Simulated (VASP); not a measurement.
Runs of VASP 6.6.1 on As. The structure is that of space group P-3m1 (No. 164), or close to it. The cells are those of the table. 

| potentials or basis | cell | second run | gap on the mesh (eV) | largest force (eV/Å) |
| --- | --- | --- | --- | --- |
| VASP PAW LDA potentials, release 64 (As) | a = 3.633, b = 3.633, c = 28.000 Å, angles 90.0, 90.0, 120.0°, 2 atoms | - | none | 3.60 |
| VASP PAW LDA potentials, release 64 (As) | a = 3.689, b = 3.689, c = 28.000 Å, angles 90.0, 90.0, 120.0°, 2 atoms | - | 1.33 | 1.56 |
| VASP PAW LDA potentials, release 64 (As) | a = 3.294, b = 3.294, c = 28.000 Å, angles 90.0, 90.0, 120.0°, 2 atoms | - | none | (a) |
| VASP PAW LDA potentials, release 64 (As) | a = 3.520, b = 3.520, c = 28.000 Å, angles 90.0, 90.0, 120.0°, 2 atoms | - | none | (b) |
| VASP PAW LDA potentials, release 64 (As) | a = 3.350, b = 3.350, c = 28.000 Å, angles 90.0, 90.0, 120.0°, 2 atoms | - | none | 2.76 |
| VASP PAW LDA potentials, release 64 (As_d) | a = 3.463, b = 3.463, c = 28.000 Å, angles 90.0, 90.0, 120.0°, 2 atoms | valence_matched | none | 2.89 |

Alike in all rows: task single point; level LDA; no spin polarisation; k mesh 9 × 9 × 1; cutoff (eV) 520; smearing gaussian 0.02 eV.

**Question.** Estimate the missing entries.

**Answer.** (a) 2.67; (b) 3.39.

A k mesh can miss the band edges, and the runs leave out spin-orbit coupling on As.

A gap of «none» marks levels without a gap at the run's occupations.

The runs don't all hold the same shells in valence.
